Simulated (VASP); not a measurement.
# TePb (Pm-3m) in VASP: a series of runs

TePb is run at these levels: RPBE+D3(BJ), PBEsol+D3(BJ), PBEsol+D4, PBE+D3(BJ); tasks: single point.

Program: VASP 6.6.1. These are calculated values, not measurements. Logs are shortened: lines on timing, memory, paths and dates and some standing lists are left out, and cuts for length are marked.

### 1 The cell of the first run

The structure is cubic, space group Pm-3m (No. 221). The conventional cell has a = 3.537 Å, b = 3.537 Å, c = 3.537 Å, α = 90.00°, β = 90.00°, γ = 90.00°. Within 4.0 Å of Pb (site symmetry m-3m) lie 8 Te at 3.06 Å and 6 Pb at 3.54 Å. Within 4.0 Å of Te (site symmetry m-3m) lie 8 Pb at 3.06 Å and 6 Te at 3.54 Å.

### 2 Single point, RPBE+D3(BJ)

Input file INCAR:

```
ALGO     = Normal         # electronic algorithm
EDIFF    = 1E-6           # SCF threshold, eV
ENCUT    = 520            # plane-wave cutoff, eV
GGA      = RP             # functional
ISIF     = 2              # what is computed and relaxed
ISMEAR   = -1             # smearing method
IVDW     = 12             # dispersion correction
LASPH    = True           # aspherical terms in the spheres
LCHARG   = False          # write CHGCAR
LREAL    = False          # projectors in reciprocal space
LWAVE    = False          # write WAVECAR
NBANDS   = 17             # bands
NELM     = 80             # most SCF steps
PREC     = Accurate       # precision mode
SIGMA    = 0.05           # smearing width, eV
```

Input file KPOINTS:

```
k-points
0
Gamma
  7 7 7
```

Input file POSCAR:

```
TePb
1.0
    3.5368922816      0.0000000000      0.0000000000
    0.0000000000      3.5368922816      0.0000000000
    0.0000000000      0.0000000000      3.5368922816
Pb Te
1 1
Direct
    0.0000000000      0.0000000000      0.0000000000
    0.5000000000      0.5000000000      0.5000000000
```

Potentials or basis: VASP PAW PBE potentials, release 64 (Pb_d, Te).

Command:

```sh
$ cat potpaw_PBE.64/Pb_d/POTCAR potpaw_PBE.64/Te/POTCAR > POTCAR
$ mpirun -np 1 vasp_std > vasp.out
```

OUTCAR:

```text
EDIFF = 1E-6
   ENCUT = 520
   GGA = RP
   ISIF = 2
   ISMEAR = -1
   IVDW = 12
   LASPH = True
   LREAL = False
   NELM = 80
   PREC = Accurate
 IVDW          = 12

 ion  position               nearest neighbor table
   1  0.000  0.000  0.000-   2 3.06   2 3.06   2 3.06   2 3.06   2 3.06   2 3.06   2 3.06   2 3.06

   2  0.500  0.500  0.500-   1 3.06   1 3.06   1 3.06   1 3.06   1 3.06   1 3.06   1 3.06   1 3.06

  LATTYP: Found a simple cubic cell.
 ALAT       =     3.5368922816

  Lattice vectors:

 A1 = (   3.5368922816,   0.0000000000,   0.0000000000)
 A2 = (   0.0000000000,   3.5368922816,   0.0000000000)
 A3 = (   0.0000000000,   0.0000000000,   3.5368922816)

Analysis of symmetry for initial positions (statically):
=====================================================================
 Subroutine PRICEL returns:
 Original cell was already a primitive cell.

 Routine SETGRP: Setting up the symmetry group for a
 simple cubic supercell.

 Subroutine GETGRP returns: Found 48 space group operations
 (whereof 48 operations were pure point group operations)
 out of a pool of 48 trial point group operations.

The static configuration has the point symmetry O_h .

Analysis of symmetry for dynamics (positions and initial velocities):
=====================================================================
 Subroutine PRICEL returns:
 Original cell was already a primitive cell.

 Routine SETGRP: Setting up the symmetry group for a
 simple cubic supercell.

 Subroutine GETGRP returns: Found 48 space group operations
 (whereof 48 operations were pure point group operations)
 out of a pool of 48 trial point group operations.

The dynamic configuration has the point symmetry O_h .

 Subroutine INISYM returns: Found 48 space group operations
 (whereof 48 operations are pure point group operations),
 and found     1 'primitive' translations

----------------------------------------------------------------------------------------

                                     Primitive cell

  volume of cell :      44.2451

  direct lattice vectors                    reciprocal lattice vectors
     3.536892282  0.000000000  0.000000000     0.282734084  0.000000000  0.000000000
     0.000000000  3.536892282  0.000000000     0.000000000  0.282734084  0.000000000
     0.000000000  0.000000000  3.536892282     0.000000000  0.000000000  0.282734084

  length of vectors
     3.536892282  3.536892282  3.536892282     0.282734084  0.282734084  0.282734084

  position of ions in fractional coordinates (direct lattice)
     0.000000000  0.000000000  0.000000000
     0.500000000  0.500000000  0.500000000

  ion indices of the primitive-cell ions
   primitive index   ion index
                 1           1
                 2           2

----------------------------------------------------------------------------------------

 KPOINTS: k-points

Automatic generation of k-mesh.
 Grid dimensions read from file:
 generate k-points for:    7    7    7

 Generating k-lattice:

  Cartesian coordinates                     Fractional coordinates (reciprocal lattice)
     0.040390583  0.000000000  0.000000000     0.142857143  0.000000000  0.000000000
     0.000000000  0.040390583  0.000000000     0.000000000  0.142857143  0.000000000
     0.000000000  0.000000000  0.040390583     0.000000000  0.000000000  0.142857143

  Length of vectors
     0.040390583  0.040390583  0.040390583

  Shift w.r.t. Gamma in fractional coordinates (k-lattice)
     0.000000000  0.000000000  0.000000000

 Subroutine IBZKPT returns following result:
 ===========================================

 Found     20 irreducible k-points:

 Following reciprocal coordinates:
            Coordinates               Weight
  0.000000  0.000000  0.000000      1.000000
  0.142857  0.000000  0.000000      6.000000
  0.285714  0.000000  0.000000      6.000000
  0.428571  0.000000  0.000000      6.000000
  0.142857  0.142857  0.000000     12.000000
  0.285714  0.142857  0.000000     24.000000
[... 12 lines left out ...]
  0.428571  0.428571  0.285714     24.000000
  0.428571  0.428571  0.428571      8.000000
   k-points           NKPTS =     20   k-points in BZ     NKDIM =     20   number of bands    NBANDS=     17
   number of dos      NEDOS =    301   number of ions     NIONS =      2
   total plane-waves  NPLWV =  21952
   dimension x,y,z NGX =    28 NGY =   28 NGZ =   28
   dimension x,y,z NGXF=    56 NGYF=   56 NGZF=   56
   ions per type =               1   1
   NGX,Y,Z   is equivalent  to a cutoff of  13.16, 13.16, 13.16 a.u.
   NGXF,Y,Z  is equivalent  to a cutoff of  26.32, 26.32, 26.32 a.u.
 SYSTEM =  unknown system
   PREC   = accura    normal or accurate (medium, high low for compatibility)
   ISTART =      0    job   : 0-new  1-cont  2-samecut
   ICHARG =      2    charge: 1-file 2-atom 10-const
   ISPIN  =      1    spin polarized calculation?
   LNONCOLLINEAR =      F non collinear calculations
   LSORBIT =      F    spin-orbit coupling
   LASPH  =      T    aspherical Exc in radial PAW
   ENCUT  =  520.0 eV  38.22 Ry    6.18 a.u.   6.58  6.58  6.58*2*pi/ulx,y,z
   NELM   =     80;   NELMIN=  2; NELMDL= -5     # of ELM steps
   EDIFF  = 0.1E-05   stopping-criterion for ELM
   LREAL  =      F    real-space projection
   EDIFFG = 0.1E-04   stopping-criterion for IOM
   NSW    =      0    number of steps for IOM
   IBRION =     -1    ionic relax: 0-MD 1-quasi-New 2-CG
   NFREE  =      0    steps in history (QN), initial steepest desc. (CG)
   ISIF   =      2    stress and relaxation
   ISYM   =      2    0-nonsym 1-usesym 2-fastsym
   POTIM  = 0.5000    time-step for ionic-motion
   TEBEG  =    0.0;   TEEND  =   0.0 temperature during run
   PSTRESS=    0.0 pullay stress
   NELECT =      20.0000    total number of electrons
   NUPDOWN=      -1.0000    fix difference up-down
   EMIN   =  10.00;   EMAX   =-10.00  energy-range for DOS
   EFERMI =   0.00;   METHOD = LEGACY
   ISMEAR =    -1;   SIGMA  =   0.05  broadening in eV -4-tet -1-fermi 0-gaus
   EFERMI_NEDOS =   21; number of points for ismear=-14 and -15
   IALGO  =     38    algorithm
   IMIX   =      4    mixing-type and parameters
     AMIX     =   0.40;   BMIX     =  1.00
     AMIX_MAG =   1.60;   BMIX_MAG =  1.00
  volume/ion in A,a.u.               =      22.12       149.29
  Fermi-wavevector in a.u.,A,eV,Ry     =   1.256405  2.374261 21.477525  1.578554
  Thomas-Fermi vector in A             =   2.390115
   LORBIT       =      0    0 simple, 1 ext, 2 COOP (PROOUT), +10 PAW based schemes
   GGA     = RP    functional components
   LHFCALC =     F    Hartree Fock is set to
   AEXX    =    0.0000 exact exchange contribution
   IVDW    =    12    specifies the selected vdW correction
   LEPSILON=     F    determine dielectric tensor
   LRPA    =     F    only Hartree local field effects (RPA)
 non-spin polarized calculation
  energy-cutoff  :      520.00
  volume of cell :       44.25
 maximum number of plane-waves:      1213
 NGX is ok and might be reduce to    28
   NGX = 13   NGY = 13   NGZ = 13

 number of electron      20.0000005 magnetization

 Free energy of the ion-electron system (eV)
  ---------------------------------------------------
  ext. energy  EPLUGINS =         0.00000000
  ---------------------------------------------------
  free energy    TOTEN  =        -4.69750857 eV

  energy without entropy =       -4.68910703  energy(sigma->0) =       -4.69330780

 E-fermi :  11.6220     XC(G=0): -11.4353

 val. band max:       11.5935549952   @ k =   0.4286   0.2857   0.0000
 cond. band min:      11.6937187677   @ k =   0.2857   0.1429   0.0000
 fundamental gap:      0.1001637724
 Fermi energy:        11.6219781556

 k-point     1 :       0.0000    0.0000    0.0000
  band No.  band energies     occupation
      1      -5.8749      2.00000
      2      -5.8749      2.00000
      3      -5.6076      2.00000
      4      -5.6076      2.00000
      5      -5.6076      2.00000
      6      -3.6927      2.00000
[... 9 lines left out ...]
     16      23.2024      0.00000
     17      23.2024      0.00000

 k-point     2 :       0.1429    0.0000    0.0000
  band No.  band energies     occupation
      1      -5.8716      2.00000
      2      -5.8332      2.00000
      3      -5.6286      2.00000
      4      -5.6286      2.00000
      5      -5.6065      2.00000
      6      -3.4403      2.00000
[... 9 lines left out ...]
     16      21.8407      0.00000
     17      22.8241      0.00000

 k-point     3 :       0.2857    0.0000    0.0000
  band No.  band energies     occupation
      1      -5.8642      2.00000
      2      -5.7424      2.00000
      3      -5.6753      2.00000
      4      -5.6753      2.00000
      5      -5.6042      2.00000
      6      -2.6950      2.00000
[... 9 lines left out ...]
     16      20.0417      0.00000
     17      23.5644      0.00000

 k-point     4 :       0.4286    0.0000    0.0000
  band No.  band energies     occupation
      1      -5.8583      2.00000
      2      -5.7122      2.00000
      3      -5.7122      2.00000
      4      -5.6718      2.00000
      5      -5.6023      2.00000
      6      -1.6048      2.00000
[... 9 lines left out ...]
     16      23.8449      0.00000
     17      24.1311      0.00000

 k-point     5 :       0.1429    0.1429    0.0000
  band No.  band energies     occupation
      1      -5.8497      2.00000
      2      -5.8085      2.00000
      3      -5.6579      2.00000
      4      -5.6308      2.00000
      5      -5.6223      2.00000
      6      -3.1812      2.00000
[... 9 lines left out ...]
     16      21.6070      0.00000
     17      21.7254      0.00000

 k-point     6 :       0.2857    0.1429    0.0000
  band No.  band energies     occupation
      1      -5.8354      2.00000
      2      -5.7205      2.00000
      3      -5.7196      2.00000
      4      -5.6717      2.00000
      5      -5.6215      2.00000
      6      -2.4252      2.00000
[... 9 lines left out ...]
     16      21.2242      0.00000
     17      21.6968      0.00000

 k-point     7 :       0.4286    0.1429    0.0000
  band No.  band energies     occupation
      1      -5.8280      2.00000
      2      -5.7662      2.00000
      3      -5.7065      2.00000
      4      -5.6478      2.00000
      5      -5.6184      2.00000
      6      -1.3299      2.00000
[... 9 lines left out ...]
     16      22.3948      0.00000
     17      23.1557      0.00000

 k-point     8 :       0.2857    0.2857    0.0000
  band No.  band energies     occupation
      1      -5.8125      2.00000
      2      -5.7947      2.00000
      3      -5.6683      2.00000
      4      -5.6553      2.00000
      5      -5.6469      2.00000
      6      -1.6547      2.00000
[... 9 lines left out ...]
     16      20.8372      0.00000
     17      21.2263      0.00000
[... 123 lines left out ...]
      1      -5.8637      2.00000
      2      -5.7341      2.00000
      3      -5.7270      2.00000
      4      -5.6815      2.00000
      5      -5.5694      2.00000
      6      -0.3617      2.00000
[... 9 lines left out ...]
     16      21.5769      0.00000
     17      23.6692      0.00000

 k-point    16 :       0.4286    0.4286    0.1429
  band No.  band energies     occupation
      1      -5.9362      2.00000
      2      -5.7180      2.00000
      3      -5.7138      2.00000
      4      -5.7034      2.00000
      5      -5.5011      2.00000
      6       0.4938      2.00000
[... 9 lines left out ...]
     16      22.0472      0.00000
     17      23.8819      0.00000

 k-point    17 :       0.2857    0.2857    0.2857
  band No.  band energies     occupation
      1      -5.8080      2.00000
      2      -5.7455      2.00000
      3      -5.7455      2.00000
      4      -5.6361      2.00000
      5      -5.6361      2.00000
      6      -0.7012      2.00000
[... 9 lines left out ...]
     16      21.3565      0.00000
     17      25.8307      0.00000

 k-point    18 :       0.4286    0.2857    0.2857
  band No.  band energies     occupation
      1      -5.8480      2.00000
      2      -5.7921      2.00000
      3      -5.7405      2.00000
      4      -5.6321      2.00000
      5      -5.5493      2.00000
      6       0.2157      2.00000
[... 9 lines left out ...]
     16      23.7822      0.00000
     17      24.7827      0.00000

 k-point    19 :       0.4286    0.4286    0.2857
  band No.  band energies     occupation
      1      -5.8872      2.00000
      2      -5.7888      2.00000
      3      -5.7839      2.00000
      4      -5.5886      2.00000
      5      -5.4980      2.00000
      6       0.8547      2.00000
[... 9 lines left out ...]
     16      25.2570      0.00000
     17      26.1255      0.00000

 k-point    20 :       0.4286    0.4286    0.4286
  band No.  band energies     occupation
      1      -5.8535      2.00000
      2      -5.8383      2.00000
      3      -5.8383      2.00000
      4      -5.4956      2.00000
      5      -5.4956      2.00000
      6       1.2107      2.00000
[... 9 lines left out ...]
     16      27.3011      0.00000
     17      28.5803      0.00000

------------------------ aborting loop because EDIFF is reached ----------------------------------------

 Edisp (eV)   -7.13645

 E8    (eV) :    -5.0102

  FORCE on cell =-STRESS in cart. coord.  units (eV):
  Direction    XX          YY          ZZ          XY          YZ          ZX
  --------------------------------------------------------------------------------------
  -------------------------------------------------------------------------------------
  Total      -0.02818    -0.02818    -0.02818     0.00000     0.00000     0.00000
  in kB      -1.02056    -1.02056    -1.02056     0.00000     0.00000     0.00000
  external pressure =       -1.02 kB  Pullay stress =        0.00 kB

 VOLUME and BASIS-vectors are now :
 -----------------------------------------------------------------------------
  energy-cutoff  :      520.00
  volume of cell :       44.25
      direct lattice vectors                 reciprocal lattice vectors
     3.536892282  0.000000000  0.000000000     0.282734084  0.000000000  0.000000000
     0.000000000  3.536892282  0.000000000     0.000000000  0.282734084  0.000000000
     0.000000000  0.000000000  3.536892282     0.000000000  0.000000000  0.282734084

 POSITION                                       TOTAL-FORCE (eV/Angst)
 -----------------------------------------------------------------------------------
      0.00000      0.00000      0.00000         0.000000      0.000000      0.000000
      1.76845      1.76845      1.76845         0.000000      0.000000      0.000000
 -----------------------------------------------------------------------------------
    total drift:                               -0.000000      0.000000     -0.000000

  FREE ENERGIE OF THE ION-ELECTRON SYSTEM (eV)
  ---------------------------------------------------
  free  energy   TOTEN  =       -11.8339538336 eV

  energy  without entropy=      -11.8255522932  energy(sigma->0) =      -11.82975306
```

It took 9.5 s on 1 thread of Intel Xeon Platinum 8488C (Sapphire Rapids), shared host; peak memory 0.17 GiB.

What came out:

```yaml
Free_energy: -11.8340 eV
Pressure: -0.1 GPa
Band_gap_on_the_k_mesh: zero (band 10 reaches 12.20 eV, above the bottom of band 11 at 9.86 eV)
Dispersion_energy_per_atom: -3.568 eV
```

Levels at points of the mesh, in eV from the Fermi level:
| k point | band 7 | band 8 | band 9 | band 10 | band 11 | band 12 | band 13 | band 14 |
| --- | --- | --- | --- | --- | --- | --- | --- | --- |
| (0.00, 0.00, 0.00) | -5.36 | -2.66 | -2.66 | -2.66 | 3.31 | 3.31 | 8.15 | 8.15 |

Caveat: the PAW data sets were made with another functional, which shifts forces and pressure a little; spin-orbit coupling is left out, which moves the levels of the heavy elements; pairwise dispersion overbinds metals, which lowers pressure and volume.

### 3 Single point, PBEsol+D3(BJ)

This run uses another cell than the first one, of 28.32 Å³/atom, 1.280 times its volume.

Changes to INCAR since step 2:

```diff
@@ -1,5 +1,5 @@
 ALGO     = Normal         # electronic algorithm
-EDIFF    = 1E-6           # SCF threshold, eV
+EDIFF    = 1E-7           # SCF threshold, eV
 ENCUT    = 520            # plane-wave cutoff, eV
-GGA      = RP             # functional
+GGA      = PS             # functional
 ISIF     = 2              # what is computed and relaxed
@@ -12,3 +12,3 @@
 NBANDS   = 17             # bands
-NELM     = 80             # most SCF steps
+NELM     = 60             # most SCF steps
 PREC     = Accurate       # precision mode
```

KPOINTS is that of step 2.

Input file POSCAR:

```
TePb
1.0
    3.8404265674      0.0000000000      0.0000000000
    0.0000000000      3.8404265674      0.0000000000
    0.0000000000      0.0000000000      3.8404265674
Pb Te
1 1
Direct
    0.0000000000      0.0000000000      0.0000000000
    0.5000000000      0.5000000000      0.5000000000
```

Potentials or basis: VASP PAW PBE potentials, release 64 (Pb_d, Te).

Command:

```sh
$ cat potpaw_PBE.64/Pb_d/POTCAR potpaw_PBE.64/Te/POTCAR > POTCAR
$ mpirun -np 1 vasp_std > vasp.out
```

Wall time 14 s (1 thread of Intel Xeon Platinum 8488C (Sapphire Rapids), shared host); peak memory 0.18 GiB.

It converged, with:

```yaml
Free_energy: -8.7984 eV
Pressure: 0.0 GPa
Band_gap_on_the_k_mesh: zero (band 10 reaches 7.90 eV, above the bottom of band 11 at 6.76 eV)
Dispersion_energy_per_atom: -0.481 eV
```

Levels at points of the mesh, in eV from the Fermi level:
| k point | band 6 | band 7 | band 8 | band 9 | band 10 | band 11 | band 12 | band 13 | band 14 | band 15 |
| --- | --- | --- | --- | --- | --- | --- | --- | --- | --- | --- |
| (0.00, 0.00, 0.00) | -12.97 | -6.29 | -1.78 | -1.78 | -1.78 | 3.88 | 3.88 | 6.19 | 6.19 | 6.19 |

Caveat: the PAW data sets were made with another functional, which shifts forces and pressure a little; spin-orbit coupling is left out, which moves the levels of the heavy elements; pairwise dispersion overbinds metals, which lowers pressure and volume.

### 4 Single point, PBEsol+D4

This run uses another cell than the first one, of 29.10 Å³/atom, 1.316 times its volume.

Input file INCAR:

```
  ALGO = Normal
  EDIFF = 1E-6
  ENCUT = 520
  GGA = PS
  ISIF = 2
  ISMEAR = -1
  IVDW = 13
  LASPH = True
  LCHARG = False
  LREAL = False
  LWAVE = False
  NBANDS = 17
  NELM = 60
  PREC = Accurate
  SIGMA = 0.05
```

KPOINTS is that of step 3.

Input file POSCAR:

```
TePb
1.0
    3.8754489239      0.0000000000      0.0000000000
    0.0000000000      3.8754489239      0.0000000000
    0.0000000000      0.0000000000      3.8754489239
Pb Te
1 1
Direct
    0.0000000000      0.0000000000      0.0000000000
    0.5000000000      0.5000000000      0.5000000000
```

Command:

```sh
$ cat potpaw_PBE.64/Pb_d/POTCAR potpaw_PBE.64/Te/POTCAR > POTCAR
$ mpirun -np 1 vasp_std > vasp.out
```

It took 13 s on 1 thread of Intel Xeon Platinum 8488C (Sapphire Rapids), shared host; peak memory 0.17 GiB.

Results (log left out):

```
Free energy                : -8.4379 eV
Pressure                   : -0.1 GPa
Band gap on the k mesh     : zero (band 10 reaches 7.55 eV, above the bottom of band 11 at 6.49 eV)
Dispersion energy per atom : -0.290 eV
```

Levels at points of the mesh, in eV from the Fermi level:
```tsv
k point	band 6	band 7	band 8	band 9	band 10	band 11	band 12	band 13	band 14	band 15
(0.00, 0.00, 0.00)	-12.78	-6.40	-1.73	-1.73	-1.73	3.90	3.90	5.97	5.97	5.97
```

Caveat: the PAW data sets were made with another functional, which shifts forces and pressure a little; spin-orbit coupling is left out, which moves the levels of the heavy elements; pairwise dispersion overbinds metals, which lowers pressure and volume.

[end of part 1 of 2]
